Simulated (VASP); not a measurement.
# GaN (NiAs type) (P6_3/mmc) in VASP: a series of runs

GaN (NiAs type) is run at these levels: PBE; tasks: single point, relaxation of cell and atoms.

Everything below comes from runs of VASP 6.6.1. Logs are shortened: lines on timing, memory, paths and dates and some standing lists are left out, and cuts for length are marked.

### Step 1. The cell of the first run

The structure is hexagonal, space group P6_3/mmc (No. 194). Conventional cell: a = 2.924 Å, b = 2.924 Å, c = 4.986 Å, α = 90.00°, β = 90.00°, γ = 120.00°. Ga (site symmetry -3m) has 6 N at 2.10 Å and 2 Ga at 2.49 Å within 2.8 Å. Within 2.8 Å of N (site symmetry -6m2) lie 6 Ga at 2.10 Å.

### Step 2. Single point, PBE

INCAR reads:

```
  PREC = Accurate
  ENCUT = 520
  EDIFF = 1E-6
  ISMEAR = -1
  SIGMA = 0.08
  LREAL = F
  LASPH = T
  NELM = 100
  ALGO = Normal
  ISIF = 2
  LWAVE = F
  LCHARG = F
  GGA = PE
  NBANDS = 26
```

KPOINTS reads:

```
Automatic mesh
0
Gamma
  11 11 7
```

POSCAR reads:

```
GaN
1.0
    2.9239536680      0.0000000000      0.0000000000
   -1.4619768340      2.5322181560      0.0000000000
    0.0000000000      0.0000000000      4.9864813933
Ga N
2 2
Direct
    0.0000000000      0.0000000000      0.0000000000
    0.0000000000      0.0000000000      0.5000000000
    0.3333333333      0.6666666667      0.2500000000
    0.6666666667      0.3333333333      0.7500000000
```

Potentials or basis: VASP PAW PBE potentials, release 64 (Ga_d, N).

The run is started by

```sh
> cat potpaw_PBE.64/Ga_d/POTCAR potpaw_PBE.64/N/POTCAR > POTCAR
> mpirun -np 1 vasp_std > vasp.out
```

OUTCAR:

```text
PREC = Accurate
   ENCUT = 520
   EDIFF = 1E-6
   ISMEAR = -1
   LREAL = F
   LASPH = T
   NELM = 100
   ISIF = 2
   GGA = PE

 ion  position               nearest neighbor table
   1  0.000  0.000  0.000-   3 2.10   4 2.10   4 2.10   3 2.10   4 2.10   3 2.10   2 2.49   2 2.49

   2  0.000  0.000  0.500-   3 2.10   4 2.10   4 2.10   3 2.10   4 2.10   3 2.10   1 2.49   1 2.49

   3  0.333  0.667  0.250-   1 2.10   2 2.10   1 2.10   2 2.10   1 2.10   2 2.10
   4  0.667  0.333  0.750-   1 2.10   2 2.10   1 2.10   2 2.10   1 2.10   2 2.10

  LATTYP: Found a hexagonal cell.
 ALAT       =     2.9239536680
 C/A-ratio  =     1.7053900162

  Lattice vectors:

 A1 = (   2.9239536680,   0.0000000000,   0.0000000000)
 A2 = (  -1.4619768340,   2.5322181560,   0.0000000000)
 A3 = (   0.0000000000,   0.0000000000,   4.9864813933)

Analysis of symmetry for initial positions (statically):
=====================================================================
 Subroutine PRICEL returns:
 Original cell was already a primitive cell.

 Routine SETGRP: Setting up the symmetry group for a
 hexagonal supercell.

 Subroutine GETGRP returns: Found 24 space group operations
 (whereof 12 operations were pure point group operations)
 out of a pool of 24 trial point group operations.

The static configuration has the point symmetry D_3d.
 The point group associated with its full space group is D_6h.

Analysis of symmetry for dynamics (positions and initial velocities):
=====================================================================
 Subroutine PRICEL returns:
 Original cell was already a primitive cell.

 Routine SETGRP: Setting up the symmetry group for a
 hexagonal supercell.

 Subroutine GETGRP returns: Found 24 space group operations
 (whereof 12 operations were pure point group operations)
 out of a pool of 24 trial point group operations.

The dynamic configuration has the point symmetry D_3d.
 The point group associated with its full space group is D_6h.

 Subroutine INISYM returns: Found 24 space group operations
 (whereof 12 operations are pure point group operations),
 and found     1 'primitive' translations

----------------------------------------------------------------------------------------

                                     Primitive cell

  volume of cell :      36.9203

  direct lattice vectors                    reciprocal lattice vectors
     2.923953668  0.000000000  0.000000000     0.342002683  0.197455341  0.000000000
    -1.461976834  2.532218156  0.000000000     0.000000000  0.394910682  0.000000000
     0.000000000  0.000000000  4.986481393     0.000000000  0.000000000  0.200542210

  length of vectors
     2.923953668  2.923953668  4.986481393     0.394910682  0.394910682  0.200542210

  position of ions in fractional coordinates (direct lattice)
     0.000000000  0.000000000  0.000000000
     0.000000000  0.000000000  0.500000000
     0.333333333  0.666666667  0.250000000
     0.666666667  0.333333333  0.750000000

  ion indices of the primitive-cell ions
   primitive index   ion index
                 1           1
                 2           2
                 3           3
                 4           4

----------------------------------------------------------------------------------------

 KPOINTS: Automatic mesh

Automatic generation of k-mesh.
 Grid dimensions read from file:
 generate k-points for:   11   11    7

 Generating k-lattice:

  Cartesian coordinates                     Fractional coordinates (reciprocal lattice)
     0.031091153  0.017950486  0.000000000     0.090909091  0.000000000  0.000000000
     0.000000000  0.035900971  0.000000000     0.000000000  0.090909091  0.000000000
     0.000000000  0.000000000  0.028648887     0.000000000  0.000000000  0.142857143

  Length of vectors
     0.035900971  0.035900971  0.028648887

  Shift w.r.t. Gamma in fractional coordinates (k-lattice)
     0.000000000  0.000000000  0.000000000

 Subroutine IBZKPT returns following result:
 ===========================================

 Found     64 irreducible k-points:

 Following reciprocal coordinates:
            Coordinates               Weight
  0.000000  0.000000  0.000000      1.000000
  0.090909  0.000000  0.000000      6.000000
  0.181818  0.000000  0.000000      6.000000
  0.272727  0.000000  0.000000      6.000000
  0.363636  0.000000  0.000000      6.000000
  0.454545  0.000000  0.000000      6.000000
[... 16 lines left out ...]
  0.090909  0.090909  0.142857     12.000000
  0.181818  0.090909  0.142857     24.000000
 [... further k-points ...]
   k-points           NKPTS =     64   k-points in BZ     NKDIM =     64   number of bands    NBANDS=     26
   number of dos      NEDOS =    301   number of ions     NIONS =      4
   total plane-waves  NPLWV =  23040
   dimension x,y,z NGX =    24 NGY =   24 NGZ =   40
   dimension x,y,z NGXF=    48 NGYF=   48 NGZF=   80
   ions per type =               2   2
   NGX,Y,Z   is equivalent  to a cutoff of  13.65, 13.65, 13.34 a.u.
   NGXF,Y,Z  is equivalent  to a cutoff of  27.29, 27.29, 26.67 a.u.
 SYSTEM =  unknown system
   PREC   = accura    normal or accurate (medium, high low for compatibility)
   ISTART =      0    job   : 0-new  1-cont  2-samecut
   ICHARG =      2    charge: 1-file 2-atom 10-const
   ISPIN  =      1    spin polarized calculation?
   LNONCOLLINEAR =      F non collinear calculations
   LSORBIT =      F    spin-orbit coupling
   LASPH  =      T    aspherical Exc in radial PAW
   ENCUT  =  520.0 eV  38.22 Ry    6.18 a.u.   5.44  5.44  9.27*2*pi/ulx,y,z
   NELM   =    100;   NELMIN=  2; NELMDL= -5     # of ELM steps
   EDIFF  = 0.1E-05   stopping-criterion for ELM
   LREAL  =      F    real-space projection
   EDIFFG = 0.1E-04   stopping-criterion for IOM
   NSW    =      0    number of steps for IOM
   IBRION =     -1    ionic relax: 0-MD 1-quasi-New 2-CG
   NFREE  =      0    steps in history (QN), initial steepest desc. (CG)
   ISIF   =      2    stress and relaxation
   ISYM   =      2    0-nonsym 1-usesym 2-fastsym
   POTIM  = 0.5000    time-step for ionic-motion
   TEBEG  =    0.0;   TEEND  =   0.0 temperature during run
   PSTRESS=    0.0 pullay stress
   NELECT =      36.0000    total number of electrons
   NUPDOWN=      -1.0000    fix difference up-down
   EMIN   =  10.00;   EMAX   =-10.00  energy-range for DOS
   EFERMI =   0.00;   METHOD = LEGACY
   ISMEAR =    -1;   SIGMA  =   0.08  broadening in eV -4-tet -1-fermi 0-gaus
   EFERMI_NEDOS =   21; number of points for ismear=-14 and -15
   IALGO  =     38    algorithm
   IMIX   =      4    mixing-type and parameters
     AMIX     =   0.40;   BMIX     =  1.00
     AMIX_MAG =   1.60;   BMIX_MAG =  1.00
  volume/ion in A,a.u.               =       9.23        62.29
  Fermi-wavevector in a.u.,A,eV,Ry     =   1.623381  3.067745 35.856319  2.635365
  Thomas-Fermi vector in A             =   2.716840
   LORBIT       =      0    0 simple, 1 ext, 2 COOP (PROOUT), +10 PAW based schemes
   GGA     = PE    functional components
   LHFCALC =     F    Hartree Fock is set to
   AEXX    =    0.0000 exact exchange contribution
   IVDW    =     0    specifies the selected vdW correction
   LEPSILON=     F    determine dielectric tensor
   LRPA    =     F    only Hartree local field effects (RPA)
 non-spin polarized calculation
  energy-cutoff  :      520.00
  volume of cell :       36.92
 maximum number of plane-waves:      1019
 NGX is ok and might be reduce to    24
   NGX = 11   NGY = 11   NGZ = 19

 number of electron      35.9999990 magnetization

 Free energy of the ion-electron system (eV)
  ---------------------------------------------------
  ext. energy  EPLUGINS =         0.00000000
  ---------------------------------------------------
  free energy    TOTEN  =       -21.72638296 eV

  energy without entropy =      -21.72638149  energy(sigma->0) =      -21.72638223

 E-fermi :   9.2101     XC(G=0): -13.1710

 val. band max:        8.2935971213   @ k =   0.1818   0.0000   0.0000
 cond. band min:       9.9982719412   @ k =   0.3636   0.2727   0.0000
 fundamental gap:      1.7046748199
 Fermi energy:         9.2100883225

 k-point     1 :       0.0000    0.0000    0.0000
  band No.  band energies     occupation
      1      -9.4204      2.00000
      2      -6.3817      2.00000
      3      -6.3715      2.00000
      4      -6.1105      2.00000
      5      -6.1105      2.00000
      6      -5.9176      2.00000
[... 18 lines left out ...]
     25      22.4186      0.00000
     26      22.4197      0.00000

 k-point     2 :       0.0909    0.0000    0.0000
  band No.  band energies     occupation
      1      -9.2712      2.00000
      2      -6.7455      2.00000
      3      -6.3618      2.00000
      4      -6.1015      2.00000
      5      -5.9550      2.00000
      6      -5.9109      2.00000
[... 18 lines left out ...]
     25      21.5242      0.00000
     26      21.7959      0.00000

 k-point     3 :       0.1818    0.0000    0.0000
  band No.  band energies     occupation
      1      -8.8407      2.00000
      2      -7.0974      2.00000
      3      -6.3366      2.00000
      4      -6.0928      2.00000
      5      -5.9818      2.00000
      6      -5.9509      2.00000
[... 18 lines left out ...]
     25      20.0735      0.00000
     26      20.3530      0.00000

 k-point     4 :       0.2727    0.0000    0.0000
  band No.  band energies     occupation
      1      -8.2147      2.00000
      2      -7.2927      2.00000
      3      -6.3056      2.00000
      4      -6.1053      2.00000
      5      -6.0210      2.00000
      6      -6.0179      2.00000
[... 18 lines left out ...]
     25      18.9956      0.00000
     26      21.5059      0.00000
[... 496 lines left out ...]
      1      -7.7602      2.00000
      2      -6.5899      2.00000
      3      -6.3149      2.00000
      4      -6.1529      2.00000
      5      -6.1201      2.00000
      6      -5.9625      2.00000
[... 18 lines left out ...]
     25      19.4796      0.00000
     26      22.6669      0.00000

 k-point    23 :       0.0909    0.0909    0.1429
  band No.  band energies     occupation
      1      -8.8912      2.00000
      2      -7.0895      2.00000
      3      -6.3172      2.00000
      4      -6.0703      2.00000
      5      -5.9685      2.00000
      6      -5.9252      2.00000
[... 18 lines left out ...]
     25      20.1202      0.00000
     26      21.3971      0.00000

 k-point    24 :       0.1818    0.0909    0.1429
  band No.  band energies     occupation
      1      -8.3665      2.00000
      2      -7.2901      2.00000
      3      -6.2962      2.00000
      4      -6.0652      2.00000
      5      -6.0012      2.00000
      6      -5.9688      2.00000
[... 18 lines left out ...]
     25      19.5885      0.00000
     26      21.2414      0.00000

 [... further k-points ...]
[... 5 lines left out ...]
  --------------------------------------------------------------------------------------
  -------------------------------------------------------------------------------------
  Total        4.3587362      4.3587362      4.3725504      0.0000000      0.0000000      0.0000000
  in kB      189.1495720    189.1495720    189.7490462      0.0000000      0.0000000      0.0000000
  external PRESSURE =     189.3493967 kB  Pullay stress =       0.0000000 kB

 VOLUME and BASIS-vectors are now :
 -----------------------------------------------------------------------------
  energy-cutoff  :      520.00
  volume of cell :       36.92
      direct lattice vectors                 reciprocal lattice vectors
     2.923953668  0.000000000  0.000000000     0.342002683  0.197455341  0.000000000
    -1.461976834  2.532218156  0.000000000     0.000000000  0.394910682  0.000000000
     0.000000000  0.000000000  4.986481393     0.000000000  0.000000000  0.200542210

 POSITION                                       TOTAL-FORCE (eV/Angst)
 -----------------------------------------------------------------------------------
      0.00000      0.00000      0.00000        -0.000000      0.000000     -0.000000
      0.00000      0.00000      2.49324        -0.000000      0.000000     -0.000000
     -0.00000      1.68815      1.24662         0.000000     -0.000000      0.000000
      1.46198      0.84407      3.73986        -0.000000      0.000000     -0.000000
 -----------------------------------------------------------------------------------
    total drift:                               -0.000000      0.000000      0.000000

  FREE ENERGIE OF THE ION-ELECTRON SYSTEM (eV)
  ---------------------------------------------------
  free  energy   TOTEN  =       -21.7263829565 eV

  energy  without entropy=      -21.7263814950  energy(sigma->0) =      -21.72638223
```

Wall time 51 s (1 thread of Intel Xeon 6975P-C, shared host); peak memory 0.19 GiB.

Results:

* Free energy: -21.7264 eV
* Pressure: 18.9 GPa
* Band gap on the k mesh: 1.70 eV, indirect (least direct gap 2.18 eV)

### Step 3. Single point, PBE

INCAR reads:

```
SYSTEM = GaN
PREC = Accurate
ENCUT = 520
EDIFF = 1E-7
ISMEAR = -1
SIGMA = 0.08
LREAL = .FALSE.
LASPH = .TRUE.
NELM = 100
ALGO = Normal
ISIF = 2
LWAVE = .FALSE.
LCHARG = .FALSE.
GGA = PE
NBANDS = 26
```

KPOINTS reads:

```
regular mesh
0
G
  11 11 7
  0 0 0
```

POSCAR is that of step 2.

Potentials or basis: VASP PAW PBE potentials, release 64 (Ga_d, N).

The run is started by

```sh
> cat potpaw_PBE.64/Ga_d/POTCAR potpaw_PBE.64/N/POTCAR > POTCAR
> mpirun -np 1 vasp_std > vasp.out
```

Wall time 50 s (1 thread of Intel Xeon 6975P-C, shared host); peak memory 0.19 GiB.

It converged, with:

```
Free energy            : -21.7264 eV
Pressure               : 18.9 GPa
Band gap on the k mesh : 1.70 eV, indirect (least direct gap 2.18 eV)
```

Levels at points of the mesh, in eV from the valence-band top:
| k point | band 14 | band 15 | band 16 | band 17 | band 18 | band 19 | band 20 | band 21 | band 22 | band 23 |
| --- | --- | --- | --- | --- | --- | --- | --- | --- | --- | --- |
| (0.00, 0.00, 0.00) | -1.05 | -0.58 | -0.58 | -0.10 | -0.10 | 2.09 | 4.88 | 9.68 | 10.74 | 10.74 |

A k mesh can miss the band edges. A hybrid or GW would open this gap; PBE tends to underestimate it.

### Step 4. Relaxation of cell and atoms, PBE, target pressure 18 GPa, at which the enthalpy is minimised

This run uses another cell than the first one, of 9.04 Å³/atom, 0.979 times its volume.

INCAR reads:

```
SYSTEM = GaN
PREC     = Accurate       ! precision mode
ENCUT    = 600            ! plane-wave cutoff, eV
EDIFF    = 1E-6           ! SCF threshold, eV
ISMEAR   = -1             ! smearing method
SIGMA    = 0.08           ! smearing width, eV
LREAL    = .False.        ! projectors in reciprocal space
LASPH    = .True.         ! aspherical terms in the spheres
NELM     = 60             ! most SCF steps
ALGO     = Normal         ! electronic algorithm
ISIF     = 3              ! what is computed and relaxed
LWAVE    = .False.        ! write WAVECAR
LCHARG   = .False.        ! write CHGCAR
GGA      = PE             ! functional
IBRION   = 2              ! ionic algorithm
NSW      = 60             ! ionic steps
EDIFFG   = -0.005         ! ionic threshold
PSTRESS  = 180.0
```

KPOINTS reads:

```
regular mesh
0
Gamma
  11 11 7
  0 0 0
```

POSCAR reads:

```
GaN
1.0
    2.9977699584      0.0000000000      0.0000000000
   -1.4988849792      2.5961449387      0.0000000000
    0.0000000000      0.0000000000      4.6465434356
Ga N
2 2
Direct
    0.0000000000      0.0000000000      0.0000000000
    0.0000000000      0.0000000000      0.5000000000
    0.3333333333      0.6666666667      0.2500000000
    0.6666666667      0.3333333333      0.7500000000
```

The run is started by

```sh
> cat potpaw_PBE.64/Ga_d/POTCAR potpaw_PBE.64/N/POTCAR > POTCAR
> mpirun -np 1 vasp_std > vasp.out
```

Wall time 9.4 min (1 thread of AMD EPYC 7R43 (Zen 3), shared host); peak memory 0.16 GiB.

It converged, with:

```
Free energy                                            : -21.7402 eV
Relaxed volume                                         : 9.25 Å³/atom
Relaxed cell                                           : a = 2.926 Å, b = 2.926 Å, c = 4.991 Å, α = 90.00°, β = 90.00°, γ = 120.00°
Space group after relaxing (to 0.05 Å)                 : P6_3/mmc (No. 194)
Energy change on relaxing (the enthalpy is what falls) : -133.9 meV/atom
Ionic steps                                            : 14
Pressure after relaxing                                : 18.0 GPa
Band gap on the k mesh                                 : 1.69 eV, indirect (least direct gap 2.15 eV)
```

The path:
| step | energy change (eV) | largest force (eV/Å) | pressure (GPa) | volume (Å³) |
| --- | --- | --- | --- | --- |
| 1 | 0.0000 | 0.0000 | 29.17 | 36.16 |
| 2 | -0.5469 | 0.0000 | 2.50 | 39.27 |
| 3 | -0.6201 | 0.0000 | 11.57 | 37.98 |
| 4 | -0.6162 | 0.0000 | 11.87 | 37.94 |
| 5 | -0.4421 | 0.0000 | 23.14 | 36.32 |
| 6 | -0.5376 | 0.0000 | 17.88 | 37.03 |
| 7 | -0.5396 | 0.0000 | 17.39 | 37.05 |
| 8 | -0.5325 | 0.0000 | 18.32 | 36.99 |
| 9 | -0.5372 | 0.0000 | 17.85 | 37.03 |
| 10 | -0.5370 | 0.0000 | 17.90 | 37.03 |
| 11 | -0.5371 | 0.0000 | 17.89 | 37.03 |
| 12 | -0.5349 | 0.0000 | 18.31 | 37.01 |
| 13 | -0.5356 | 0.0000 | 17.93 | 37.02 |
| 14 | -0.5355 | 0.0000 | 17.98 | 37.02 |

Final structure:
```cif
data_structure
_symmetry_space_group_name_H-M 'P 1'
_symmetry_Int_Tables_number 1
_cell_length_a 2.9264
_cell_length_b 2.9264
_cell_length_c 4.9911
_cell_angle_alpha 90.000
_cell_angle_beta 90.000
_cell_angle_gamma 120.000
_cell_volume 37.02
loop_
_atom_site_label
_atom_site_type_symbol
_atom_site_fract_x
_atom_site_fract_y
_atom_site_fract_z
_atom_site_occupancy
Ga1 Ga 0.00000 0.00000 0.00000 1
Ga2 Ga 0.00000 0.00000 0.50000 1
N1 N 0.33333 0.66667 0.25000 1
N2 N 0.66667 0.33333 0.75000 1
```

Levels at points of the mesh, in eV from the valence-band top:
| k point | band 16 | band 17 | band 18 | band 19 | band 20 | band 21 |
| --- | --- | --- | --- | --- | --- | --- |
| (0.00, 0.00, 0.00) | -0.58 | -0.10 | -0.10 | 2.06 | 4.87 | 9.65 |

Caveat: the cell is relaxed towards a set pressure, so the enthalpy falls and the energy may rise. A k mesh can miss the band edges.
